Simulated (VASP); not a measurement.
# MoS2 (P6_3/mmc) in VASP: a series of runs

MoS2 is run at these levels: LDA; tasks: electric field gradients.

All numbers are computed with VASP 6.6.1; they aren't measurements. Logs are shortened: lines on timing, memory, paths and dates and some standing lists are left out, and cuts for length are marked.

### 1 The cell of the first run

Symmetry: P6_3/mmc, No. 194, hexagonal system. Conventional cell: a = 3.118 Å, b = 3.118 Å, c = 12.129 Å, α = 90.00°, β = 90.00°, γ = 120.00°. Within 3.2 Å of Mo (site symmetry -6m2) lie 6 S at 2.33 Å and 6 Mo at 3.12 Å. S (site symmetry 3m) has 3 Mo at 2.33 Å and 7 S at 2.97 to 3.12 Å within 3.2 Å.

### 2 Electric field gradients, LDA (17.02 Å³/atom)

File INCAR:

```
SYSTEM = MoS2
PREC = Accurate
ENCUT = 520
EDIFF = 1E-8
ISMEAR = -1
SIGMA = 0.03
LREAL = .False.
LASPH = .True.
NELM = 60
ALGO = Normal
ISIF = 2
LWAVE = .False.
LCHARG = .False.
LEFG = .True.
NBANDS = 35
```

File KPOINTS:

```
Automatic mesh
0
Gamma
  10 10 3
  0 0 0
```

File POSCAR:

```
MoS2
1.0
    3.1182801267      0.0000000000      0.0000000000
   -1.5591400634      2.7005098059      0.0000000000
    0.0000000000      0.0000000000     12.1288309816
Mo S
2 4
Direct
    0.3333333333      0.6666666667      0.2500000000
    0.6666666667      0.3333333333      0.7500000000
    0.3333333333      0.6666666667      0.6275000000
    0.6666666667      0.3333333333      0.1275000000
    0.3333333333      0.6666666667      0.8725000000
    0.6666666667      0.3333333333      0.3725000000
```

Potentials or basis: VASP PAW LDA potentials, release 64 (Mo_sv, S).

Run with:

```bash
> cat potpaw_LDA.64/Mo_sv/POTCAR potpaw_LDA.64/S/POTCAR > POTCAR
> mpirun -np 1 vasp_std > vasp.out
```

OUTCAR:

```text
SYSTEM = MoS2
   PREC = Accurate
   ENCUT = 520
   EDIFF = 1E-8
   ISMEAR = -1
   LREAL = .False.
   LASPH = .True.
   NELM = 60
   ISIF = 2

 ion  position               nearest neighbor table
   1  0.333  0.667  0.250-   4 2.33   6 2.33   4 2.33   6 2.33   4 2.33   6 2.33
   2  0.667  0.333  0.750-   3 2.33   5 2.33   3 2.33   5 2.33   3 2.33   5 2.33
   3  0.333  0.667  0.627-   2 2.33   2 2.33   2 2.33
   4  0.667  0.333  0.127-   1 2.33   1 2.33   1 2.33
   5  0.333  0.667  0.873-   2 2.33   2 2.33   2 2.33
   6  0.667  0.333  0.373-   1 2.33   1 2.33   1 2.33

  LATTYP: Found a hexagonal cell.
 ALAT       =     3.1182801267
 C/A-ratio  =     3.8895899306

  Lattice vectors:

 A1 = (   3.1182801267,   0.0000000000,   0.0000000000)
 A2 = (  -1.5591400634,   2.7005098059,   0.0000000000)
 A3 = (   0.0000000000,   0.0000000000,  12.1288309816)

Analysis of symmetry for initial positions (statically):
=====================================================================
 Subroutine PRICEL returns:
 Original cell was already a primitive cell.

 Routine SETGRP: Setting up the symmetry group for a
 hexagonal supercell.

 Subroutine GETGRP returns: Found 24 space group operations
 (whereof 12 operations were pure point group operations)
 out of a pool of 24 trial point group operations.

The static configuration has the point symmetry D_3d.
 The point group associated with its full space group is D_6h.

Analysis of symmetry for dynamics (positions and initial velocities):
=====================================================================
 Subroutine PRICEL returns:
 Original cell was already a primitive cell.

 Routine SETGRP: Setting up the symmetry group for a
 hexagonal supercell.

 Subroutine GETGRP returns: Found 24 space group operations
 (whereof 12 operations were pure point group operations)
 out of a pool of 24 trial point group operations.

The dynamic configuration has the point symmetry D_3d.
 The point group associated with its full space group is D_6h.

 Subroutine INISYM returns: Found 24 space group operations
 (whereof 12 operations are pure point group operations),
 and found     1 'primitive' translations

----------------------------------------------------------------------------------------

                                     Primitive cell

  volume of cell :     102.1362

  direct lattice vectors                    reciprocal lattice vectors
     3.118280127  0.000000000  0.000000000     0.320689598  0.185150226  0.000000000
    -1.559140063  2.700509806  0.000000000     0.000000000  0.370300451  0.000000000
     0.000000000  0.000000000 12.128830982     0.000000000  0.000000000  0.082448177

  length of vectors
     3.118280127  3.118280127 12.128830982     0.370300451  0.370300451  0.082448177

  position of ions in fractional coordinates (direct lattice)
     0.333333333  0.666666667  0.250000000
     0.666666667  0.333333333  0.750000000
     0.333333333  0.666666667  0.627500000
     0.666666667  0.333333333  0.127500000
     0.333333333  0.666666667  0.872500000
     0.666666667  0.333333333  0.372500000

  ion indices of the primitive-cell ions
   primitive index   ion index
                 1           1
                 2           2
                 3           3
                 4           4
                 5           5
                 6           6

----------------------------------------------------------------------------------------

 KPOINTS: Automatic mesh

Automatic generation of k-mesh.
 Grid dimensions read from file:
 generate k-points for:   10   10    3

 Generating k-lattice:

  Cartesian coordinates                     Fractional coordinates (reciprocal lattice)
     0.032068960  0.018515023  0.000000000     0.100000000 -0.000000000  0.000000000
     0.000000000  0.037030045  0.000000000     0.000000000  0.100000000  0.000000000
[... 54 lines left out ...]
   LSORBIT =      F    spin-orbit coupling
   LASPH  =      T    aspherical Exc in radial PAW
   ENCUT  =  520.0 eV  38.22 Ry    6.18 a.u.   5.80  5.80 22.55*2*pi/ulx,y,z
   NELM   =     60;   NELMIN=  2; NELMDL= -5     # of ELM steps
   EDIFF  = 0.1E-07   stopping-criterion for ELM
   LREAL  =      F    real-space projection
   EDIFFG = 0.1E-06   stopping-criterion for IOM
   NSW    =      0    number of steps for IOM
   IBRION =     -1    ionic relax: 0-MD 1-quasi-New 2-CG
   NFREE  =      0    steps in history (QN), initial steepest desc. (CG)
   ISIF   =      2    stress and relaxation
   ISYM   =      2    0-nonsym 1-usesym 2-fastsym
   POTIM  = 0.5000    time-step for ionic-motion
   TEBEG  =    0.0;   TEEND  =   0.0 temperature during run
   PSTRESS=    0.0 pullay stress
   NELECT =      52.0000    total number of electrons
   NUPDOWN=      -1.0000    fix difference up-down
   EMIN   =  10.00;   EMAX   =-10.00  energy-range for DOS
   EFERMI =   0.00;   METHOD = LEGACY
   ISMEAR =    -1;   SIGMA  =   0.03  broadening in eV -4-tet -1-fermi 0-gaus
   EFERMI_NEDOS =   21; number of points for ismear=-14 and -15
   IALGO  =     38    algorithm
   IMIX   =      4    mixing-type and parameters
     AMIX     =   0.40;   BMIX     =  1.00
     AMIX_MAG =   1.60;   BMIX_MAG =  1.00
  volume/ion in A,a.u.               =      17.02       114.87
  Fermi-wavevector in a.u.,A,eV,Ry     =   1.307222  2.470291 23.250034  1.708829
  Thomas-Fermi vector in A             =   2.437971
   LORBIT       =      0    0 simple, 1 ext, 2 COOP (PROOUT), +10 PAW based schemes
   GGA     = CA    functional components
   LHFCALC =     F    Hartree Fock is set to
   AEXX    =    0.0000 exact exchange contribution
   IVDW    =     0    specifies the selected vdW correction
   LEPSILON=     F    determine dielectric tensor
   LRPA    =     F    only Hartree local field effects (RPA)
 non-spin polarized calculation
  energy-cutoff  :      520.00
  volume of cell :      102.14
 maximum number of plane-waves:      2780
 NGX is ok and might be reduce to    24
   NGX = 11   NGY = 11   NGZ = 45

 number of electron      52.0000000 magnetization

 Free energy of the ion-electron system (eV)
  ---------------------------------------------------
  ext. energy  EPLUGINS =         0.00000000
  ---------------------------------------------------
  free energy    TOTEN  =       -48.74367611 eV

  energy without entropy =      -48.74367608  energy(sigma->0) =      -48.74367609

 E-fermi :   8.5672     XC(G=0): -11.2839

 val. band max:        8.1941184503   @ k =   0.0000   0.0000   0.0000
 cond. band min:       9.0358582256   @ k =   0.2000   0.2000   0.0000
 fundamental gap:      0.8417397753
 Fermi energy:         8.5671980032

 k-point     1 :       0.0000    0.0000    0.0000
  band No.  band energies     occupation
      1     -53.1458      2.00000
      2     -53.1458      2.00000
      3     -27.5687      2.00000
      4     -27.5686      2.00000
      5     -27.2866      2.00000
      6     -27.2866      2.00000
[... 901 lines left out ...]
     34      12.0507      0.00000
     35      13.8916      0.00000

 [... further k-points ...]

------------------------ aborting loop because EDIFF is reached ----------------------------------------

  FORCE on cell =-STRESS in cart. coord.  units (eV):
  Direction    XX          YY          ZZ          XY          YZ          ZX
  --------------------------------------------------------------------------------------
  -------------------------------------------------------------------------------------
  Total        3.7036355      3.7036355      8.6864481     -0.0000000     -0.0000000      0.0000000
  in kB       58.0977076     58.0977076    136.2614419     -0.0000000     -0.0000000      0.0000000
  external PRESSURE =      84.1522857 kB  Pullay stress =       0.0000000 kB

 VOLUME and BASIS-vectors are now :
 -----------------------------------------------------------------------------
  energy-cutoff  :      520.00
  volume of cell :      102.14
      direct lattice vectors                 reciprocal lattice vectors
     3.118280127  0.000000000  0.000000000     0.320689598  0.185150226  0.000000000
    -1.559140063  2.700509806  0.000000000     0.000000000  0.370300451  0.000000000
     0.000000000  0.000000000 12.128830982     0.000000000  0.000000000  0.082448177

 POSITION                                       TOTAL-FORCE (eV/Angst)
 -----------------------------------------------------------------------------------
     -0.00000      1.80034      3.03221        -0.000000     -0.000000      0.000000
      1.55914      0.90017      9.09662        -0.000000      0.000000      0.000000
     -0.00000      1.80034      7.61084        -0.000000     -0.000000     -1.554045
      1.55914      0.90017      1.54643         0.000000      0.000000     -1.554045
     -0.00000      1.80034     10.58241         0.000000     -0.000000      1.554045
      1.55914      0.90017      4.51799         0.000000      0.000000      1.554045
 -----------------------------------------------------------------------------------
    total drift:                               -0.000000      0.000000     -0.000000

  FREE ENERGIE OF THE ION-ELECTRON SYSTEM (eV)
  ---------------------------------------------------
  free  energy   TOTEN  =       -48.7436761071 eV

  energy  without entropy=      -48.7436760823  energy(sigma->0) =      -48.74367609

 Electric field gradients (V/A^2)
---------------------------------------------------------------------
 ion       V_xx      V_yy      V_zz      V_xy      V_xz      V_yz
---------------------------------------------------------------------
   1      50.894    50.893  -101.788    -0.001     0.000    -0.000
   2      50.894    50.893  -101.788    -0.001    -0.000     0.000
   3      32.908    32.908   -65.816     0.000    -0.000     0.000
   4      32.908    32.908   -65.816     0.000     0.000    -0.000
   5      32.908    32.908   -65.816     0.000     0.000    -0.000
   6      32.908    32.908   -65.816     0.000    -0.000     0.000
---------------------------------------------------------------------

 Electric field gradients after diagonalization (V/A^2)
 (convention: |V_zz| > |V_xx| > |V_yy|)
----------------------------------------------------------------------
 ion       V_xx      V_yy      V_zz     asymmetry (V_yy - V_xx)/ V_zz
----------------------------------------------------------------------
   1      50.895    50.893  -101.788       0.000
   2      50.895    50.893  -101.788       0.000
   3      32.908    32.908   -65.816       0.000
   4      32.908    32.908   -65.816       0.000
   5      32.908    32.908   -65.816       0.000
   6      32.908    32.908   -65.816       0.000
----------------------------------------------------------------------

           NMR quadrupolar parameters

 Cq : quadrupolar parameter    Cq=e*Q*V_zz/h
 eta: asymmetry parameters     (V_yy - V_xx)/ V_zz
 Q  : nuclear electric quadrupole moment in mb (millibarn)
----------------------------------------------------------------------
 ion       Cq(MHz)       eta       Q (mb)
----------------------------------------------------------------------
   1      -0.246       0.000       1.000
   2      -0.246       0.000       1.000
   3      -0.159       0.000       1.000
   4      -0.159       0.000       1.000
   5      -0.159       0.000       1.000
   6      -0.159       0.000       1.000
----------------------------------------------------------------------
```

Wall time 68 s (1 thread of Intel Xeon Platinum 8488C (Sapphire Rapids), shared host); peak memory 0.22 GiB.

What came out:

| Item | Value |
| --- | --- |
| Free energy | -48.7437 eV |
| Pressure | 8.4 GPa |
| Largest force | 1.554 eV/Å |
| Band gap on the k mesh | 0.84 eV (least direct gap 1.97 eV) |
| Largest electric field gradient by atom | Mo -101.8; S -65.8 V/Å² |

Forces on the atoms (eV/Å):
```
Mo   0.000  0.000  0.000
Mo   0.000  0.000  0.000
S    0.000  0.000 -1.554
S    0.000  0.000 -1.554
S    0.000  0.000  1.554
S    0.000  0.000  1.554
```

Electric field gradients, principal values (V/Å²):
| atom | least | middle | greatest (by size) |
| --- | --- | --- | --- |
| 1 Mo | 50.893 | 50.895 | -101.788 |
| 2 Mo | 50.893 | 50.895 | -101.788 |
| 3 S | 32.908 | 32.908 | -65.816 |
| 4 S | 32.908 | 32.908 | -65.816 |
| 5 S | 32.908 | 32.908 | -65.816 |
| 6 S | 32.908 | 32.908 | -65.816 |

Caveat: the stress differs along the axes, from 6 to 14 GPa; without QUAD_EFG the Cq values of the log hold for a quadrupole moment of 1 mb, not for the nuclei; forces of over 1 eV/Å act on the atoms, so gaps and moduli don't describe the material at rest. A k mesh can miss the band edges.

### 3 Electric field gradients, LDA (17.38 Å³/atom)

This run uses another cell than the first one, of 17.38 Å³/atom.

File INCAR:

```
SYSTEM = MoS2
PREC = Accurate
ENCUT = 520
EDIFF = 1E-8
ISMEAR = -1
SIGMA = 0.03
LREAL = .FALSE.
LASPH = .TRUE.
NELM = 100
ALGO = Normal
ISIF = 2
LWAVE = .FALSE.
LCHARG = .FALSE.
LEFG = .TRUE.
NBANDS = 35
```

File KPOINTS:

```
Automatic mesh
0
G
  10 10 3
  0 0 0
```

Edit POSCAR of step 2 so:

```diff
@@ -2,5 +2,5 @@
 1.0
-    3.1182801267      0.0000000000      0.0000000000
-   -1.5591400634      2.7005098059      0.0000000000
-    0.0000000000      0.0000000000     12.1288309816
+    3.1397861865      0.0000000000      0.0000000000
+   -1.5698930933      2.7191346000      0.0000000000
+    0.0000000000      0.0000000000     12.2124807351
 Mo S
```

Potentials or basis: VASP PAW LDA potentials, release 64 (Mo_sv, S).

Run with:

```bash
> cat potpaw_LDA.64/Mo_sv/POTCAR potpaw_LDA.64/S/POTCAR > POTCAR
> mpirun -np 1 vasp_std > vasp.out
```

OUTCAR:

```text
SYSTEM = MoS2
   PREC = Accurate
   ENCUT = 520
   EDIFF = 1E-8
   ISMEAR = -1
   LREAL = .FALSE.
   LASPH = .TRUE.
   NELM = 100
   ISIF = 2

 ion  position               nearest neighbor table
   1  0.333  0.667  0.250-   4 2.35   6 2.35   4 2.35   6 2.35   4 2.35   6 2.35
   2  0.667  0.333  0.750-   3 2.35   5 2.35   3 2.35   5 2.35   3 2.35   5 2.35
   3  0.333  0.667  0.627-   2 2.35   2 2.35   2 2.35
   4  0.667  0.333  0.127-   1 2.35   1 2.35   1 2.35
   5  0.333  0.667  0.873-   2 2.35   2 2.35   2 2.35
   6  0.667  0.333  0.373-   1 2.35   1 2.35   1 2.35

  LATTYP: Found a hexagonal cell.
 ALAT       =     3.1397861865
 C/A-ratio  =     3.8895899306

  Lattice vectors:

[... 1151 lines left out ...]
   3      32.184    32.184   -64.368     0.000     0.000    -0.000
   4      32.184    32.184   -64.368     0.000    -0.000     0.000
   5      32.184    32.184   -64.368     0.000    -0.000     0.000
   6      32.184    32.184   -64.368     0.000     0.000    -0.000
---------------------------------------------------------------------

 Electric field gradients after diagonalization (V/A^2)
 (convention: |V_zz| > |V_xx| > |V_yy|)
----------------------------------------------------------------------
 ion       V_xx      V_yy      V_zz     asymmetry (V_yy - V_xx)/ V_zz
----------------------------------------------------------------------
   1      49.595    49.593   -99.188       0.000
   2      49.595    49.593   -99.188       0.000
   3      32.184    32.183   -64.368       0.000
   4      32.184    32.183   -64.368       0.000
   5      32.184    32.183   -64.368       0.000
   6      32.184    32.183   -64.368       0.000
----------------------------------------------------------------------

           NMR quadrupolar parameters

 Cq : quadrupolar parameter    Cq=e*Q*V_zz/h
 eta: asymmetry parameters     (V_yy - V_xx)/ V_zz
 Q  : nuclear electric quadrupole moment in mb (millibarn)
----------------------------------------------------------------------
 ion       Cq(MHz)       eta       Q (mb)
----------------------------------------------------------------------
   1      -0.240       0.000       1.000
   2      -0.240       0.000       1.000
   3      -0.156       0.000       1.000
   4      -0.156       0.000       1.000
   5      -0.156       0.000       1.000
   6      -0.156       0.000       1.000
----------------------------------------------------------------------
```

OSZICAR:

```text
N       E                     dE             d eps       ncg     rms          rms(c)
DAV:   1     0.469925949668E+03    0.46993E+03   -0.29027E+04  2144   0.142E+03
DAV:   2    -0.260461175839E+02   -0.49597E+03   -0.48000E+03  2288   0.383E+02
DAV:   3    -0.511727480590E+02   -0.25127E+02   -0.24718E+02  2386   0.791E+01
DAV:   4    -0.516592164784E+02   -0.48647E+00   -0.48525E+00  2340   0.111E+01
DAV:   5    -0.516677722178E+02   -0.85557E-02   -0.85544E-02  2317   0.151E+00    0.400E+01
DAV:   6    -0.494115057879E+02    0.22563E+01   -0.10703E+01  2190   0.224E+01    0.125E+01
DAV:   7    -0.490822584446E+02    0.32925E+00   -0.37577E+00  2169   0.135E+01    0.965E+00
DAV:   8    -0.488327529829E+02    0.24951E+00   -0.61600E-01  2239   0.573E+00    0.233E+00
DAV:   9    -0.488346902736E+02   -0.19373E-02   -0.50022E-02  2218   0.107E+00    0.924E-01
DAV:  10    -0.488309307562E+02    0.37595E-02   -0.20686E-02  2186   0.961E-01    0.283E-01
DAV:  11    -0.488307580582E+02    0.17270E-03   -0.13747E-03  2183   0.238E-01    0.103E-01
DAV:  12    -0.488306911353E+02    0.66923E-04   -0.18982E-04  2237   0.678E-02    0.699E-02
DAV:  13    -0.488306844253E+02    0.67100E-05   -0.97460E-05  2238   0.496E-02    0.228E-02
DAV:  14    -0.488306833332E+02    0.10920E-05   -0.65596E-06  2162   0.152E-02    0.159E-02
DAV:  15    -0.488306833915E+02   -0.58293E-07   -0.20005E-06  2271   0.625E-03    0.312E-03
DAV:  16    -0.488306833256E+02    0.65919E-07   -0.52471E-07  2167   0.455E-03    0.417E-03
DAV:  17    -0.488306833237E+02    0.19263E-08   -0.27595E-08  1837   0.951E-04
   1 F= -.48830683E+02 E0= -.48830683E+02  d E =-.235665E-07
```

stdout:

```text
POSCAR found type information on POSCAR MoS
 POSCAR found :  2 types and       6 ions
 scaLAPACK will be used
 LDA part: xc-table for (Slater(with rela. corr.)+CA(PZ))
 , standard interpolation
 POSCAR, INCAR and KPOINTS ok, starting setup
 FFT: planning ... GRIDC
 FFT: planning ... GRID_SOFT
 FFT: planning ... GRID
 WAVECAR not read
 entering main loop
ion   1

ion   2

ion   3

ion   4

ion   5

ion   6
```

Run time: 63 s. Hardware: 1 thread of Intel Xeon Platinum 8488C (Sapphire Rapids), shared host; peak memory 0.23 GiB.

Results:

```
Free energy                             : -48.8307 eV
Pressure                                : 4.6 GPa
Largest force                           : 1.143 eV/Å
Band gap on the k mesh                  : 0.84 eV (least direct gap 1.92 eV)
Largest electric field gradient by atom : Mo -99.2; S -64.4 V/Å²
```

Forces on the atoms (eV/Å):
```
Mo   0.000  0.000  0.000
Mo   0.000  0.000  0.000
S    0.000  0.000 -1.143
S    0.000  0.000 -1.143
S    0.000  0.000  1.143
S    0.000  0.000  1.143
```

Stress tensor (GPa, compression positive):
```
2.16 0.00 0.00
0.00 2.16 0.00
0.00 0.00 9.48
```

Electric field gradients, principal values (V/Å²):
| atom | least | middle | greatest (by size) |
| --- | --- | --- | --- |
| 1 Mo | 49.593 | 49.595 | -99.188 |
| 2 Mo | 49.593 | 49.595 | -99.188 |
| 3 S | 32.183 | 32.184 | -64.368 |
| 4 S | 32.183 | 32.184 | -64.368 |
| 5 S | 32.183 | 32.184 | -64.368 |
| 6 S | 32.183 | 32.184 | -64.368 |

Caveat: the stress differs along the axes, from 2 to 9 GPa; without QUAD_EFG the Cq values of the log hold for a quadrupole moment of 1 mb, not for the nuclei; forces of over 1 eV/Å act on the atoms, so gaps and moduli don't describe the material at rest.
